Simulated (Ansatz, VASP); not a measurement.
# Two plane-wave programs on Au

```xyz
3
Lattice="2.9513 0.0000 0.0000 -1.4756 2.5559 0.0000 0.0000 0.0000 7.1492" Properties=species:S:1:pos:R:3 pbc="T T T"
Au    0.0000    0.0000    0.0000
Au    0.0000    1.7039    2.3831
Au    1.4756    0.8520    4.7661
```

Alike in both runs: functional PBE; k mesh 18 × 18 × 7; occupations gaussian, width 0.1 eV; no spin polarisation.

Ansatz relaxed the structure, and its values are those at the end. VASP's run is a single point on that final structure, the one shown.

|  | VASP | Ansatz |
| --- | --- | --- |
| version | VASP 6.6.1 | Ansatz 0.2.0 |
| potentials or method | VASP PAW PBE potentials, release 64 (Au), cutoff 520 eV | scalar-relativistic, plane waves, PAW |
| valence electrons in the cell | 33 | 57 |

```csv
,VASP,Ansatz,Ansatz less VASP
gap on the k mesh at the Fermi level (eV),none,none,-
pressure (GPa),-0.2,0.0,+0.25
```

A gap of «none» marks a metal or a gap that the smearing closes. VASP's potentials hold 33 valence electrons a cell and Ansatz's 57, so a difference there can come from the potentials and not from the codes.

Neither program's run includes spin-orbit coupling.
